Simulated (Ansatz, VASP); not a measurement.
CdS3 in VASP and in Ansatz

File INCAR:

```
SYSTEM = CdS3
PREC = Accurate ; ENCUT = 500
EDIFF = 1E-6 ; ISMEAR = 0
SIGMA = 0.1 ; LREAL = .FALSE.
LASPH = .TRUE. ; NELM = 120
ALGO = Normal ; ISIF = 2
LWAVE = .FALSE. ; LCHARG = .FALSE.
GGA = PE ; NBANDS = 40
GGA_COMPAT = .FALSE.
```

Contents of KPOINTS:

```
Automatic mesh
0
G
  3 3 4
  0 0 0
```

The input POSCAR:

```
CdS3
1.0
    7.0505822900      0.0000000000      0.0000000000
   -3.5252911400      6.1059833700      0.0000000000
    0.0000000000      0.0000000000      3.9292090100
Cd S
2 6
Direct
    0.6666666700      0.3333333300      0.2500000000
    0.3333333300      0.6666666700      0.7500000000
    0.2971000100      0.3829000000      0.2500000000
    0.9142000100      0.2971000100      0.7500000000
    0.6171000000      0.9142000100      0.2500000000
    0.7028999900      0.6171000000      0.7500000000
    0.0857999900      0.7028999900      0.2500000000
    0.3829000000      0.0857999900      0.7500000000
```

Input for Ansatz:

```yaml
crystal:
  lattice:
    - [7.05058229, 0.0, 0.0]
    - [-3.52529114, 6.10598337, 0.0]
    - [0.0, 0.0, 3.92920901]
  atoms:
    - { symbol: Cd, position: [0.66666667, 0.33333333, 0.25] }
    - { symbol: Cd, position: [0.33333333, 0.66666667, 0.75] }
    - { symbol: S, position: [0.29710001, 0.3829, 0.25] }
    - { symbol: S, position: [0.91420001, 0.29710001, 0.75] }
    - { symbol: S, position: [0.6171, 0.91420001, 0.25] }
    - { symbol: S, position: [0.70289999, 0.6171, 0.75] }
    - { symbol: S, position: [0.08579999, 0.70289999, 0.25] }
    - { symbol: S, position: [0.3829, 0.08579999, 0.75] }
basis:
  ecutwfc: 420
kpoints:
  mp_grid: { grid: [3, 3, 4] }
hamiltonian:
  xc: pbe
scf:
  occupations: { method: gaussian, width: 0.1 }
  lower_state_search: "off"
output:
  forces: true
  stress: true
  eigenvalues: true
```

Change from the starting cell: species swapped into the PrBr3 type (P6_3/m, No. 176).

Alike in both runs: task single point; functional PBE; k mesh 3 × 3 × 4; occupations gaussian, width 0.1 eV; no spin polarisation.

|  | VASP | Ansatz |
| --- | --- | --- |
| version | VASP 6.6.1 | Ansatz 0.2.0 |
| potentials or method | VASP PAW PBE potentials, release 64 (Cd, S), cutoff 500 eV | scalar-relativistic, plane waves, PAW |
| valence electrons in the cell | 60 | 76 |

|  | VASP | Ansatz | Ansatz less VASP |
| --- | --- | --- | --- |
| gap on the k mesh at the Fermi level (eV) | none | none | - |
| pressure (GPa) | 0.3 | 0.0 | -0.24 |
| traceless stress, the component that is largest in VASP (GPa) | -0.29 | -0.32 | -0.031 |
| rms of the force components (eV/Å) | 0.444 | 0.431 | -0.0135 |

Atom by atom the forces differ by 0.014 eV/Å (rms over components). A gap of «none» marks a metal or a gap that the smearing closes. The functional is the same, so the differences come from potentials, cutoffs and numerics. VASP's potentials hold 60 valence electrons a cell and Ansatz's 76, so a difference there can come from the potentials and not from the codes.

The k mesh is coarse, so the values compare programs but aren't converged.
